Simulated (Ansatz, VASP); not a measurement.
**Two plane-wave programs on CuOs2**

```
CELL_PARAMETERS angstrom
4.31949 0.00000 0.00000
-2.15974 3.74078 0.00000
0.00000 0.00000 2.65819
ATOMIC_POSITIONS crystal
Cu 0.00000 0.00000 0.00000
Os 0.33333 0.66667 0.50000
Os 0.66667 0.33333 0.50000
```

Alike in both runs: functional PBE; k mesh 6 × 6 × 6; occupations gaussian, width 0.1 eV; no spin polarisation.

Ansatz relaxed the structure, and its values are those at the end. VASP's run is a single point on that final structure, the one shown.

|  | VASP | Ansatz |
| --- | --- | --- |
| version | VASP 6.6.1 | Ansatz 0.2.0 |
| potentials or method | VASP PAW PBE potentials, release 64 (Cu, Os), cutoff 600 eV | scalar-relativistic, plane waves, PAW |
| valence electrons in the cell | 27 | 51 |

VASP gave:

| Item | Value |
| --- | --- |
| gap on the k mesh at the Fermi level (eV) | none |
| pressure (GPa) | 0.1 |

Q: Which values does Ansatz return?

A: gap on the k mesh at the Fermi level (eV): none; pressure (GPa): 0.0.

A gap of «none» marks a metal or a gap that the smearing closes. VASP's potentials hold 27 valence electrons a cell and Ansatz's 51, so a difference there can come from the potentials and not from the codes.

The k mesh is coarse, so the values compare programs but aren't converged. Neither program's run includes spin-orbit coupling.
